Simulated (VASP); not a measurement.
Here is a VASP 6.6.1 calculation.

The input INCAR:

```
SYSTEM = NiO
PREC     = Accurate       ! precision mode
ENCUT    = 520            ! plane-wave cutoff, eV
EDIFF    = 1E-6           ! SCF threshold, eV
ISMEAR   = -1             ! smearing method
SIGMA    = 0.05           ! smearing width, eV
LREAL    = .False.        ! projectors in reciprocal space
LASPH    = .True.         ! aspherical terms in the spheres
NELM     = 150            ! most SCF steps
ALGO     = Normal         ! electronic algorithm
ISIF     = 2              ! what is computed and relaxed
LWAVE    = .False.        ! write WAVECAR
LCHARG   = .False.        ! write CHGCAR
ISPIN    = 2              ! spin polarisation
MAGMOM   = 1 0            ! initial moments
LORBIT   = 11             ! projections on sites
LMAXMIX  = 4              ! l up to which the mixer works
GGA      = RE             ! functional
NBANDS   = 19             ! bands
```

Contents of KPOINTS:

```
regular mesh
0
Gamma
  11 11 11
  0 0 0
```

POSCAR

```
NiO
1.0
    0.0000000000      2.0577103256      2.0577103256
    2.0577103256      0.0000000000      2.0577103256
    2.0577103256      2.0577103256      0.0000000000
Ni O
1 1
Direct
    0.0000000000      0.0000000000      0.0000000000
    0.5000000000      0.5000000000      0.5000000000
```

Potentials or basis: VASP PAW PBE potentials, release 64 (Ni, O).

Command:

```bash
$ cat potpaw_PBE.64/Ni/POTCAR potpaw_PBE.64/O/POTCAR > POTCAR
$ mpirun -np 1 vasp_std > vasp.out
```

Task: Estimate the site moments.

Result: Ni +1.34; O +0.24 μB.

Task: Estimate the pressure.

Result: 19.2 GPa.

Task: What does it give for the net moment?

Result: 1.62 μB per cell.

Caveat: the PAW data sets were made with another functional, which shifts forces and pressure a little; a cell with one magnetic atom can't hold antiferromagnetic order, which such compounds often take.
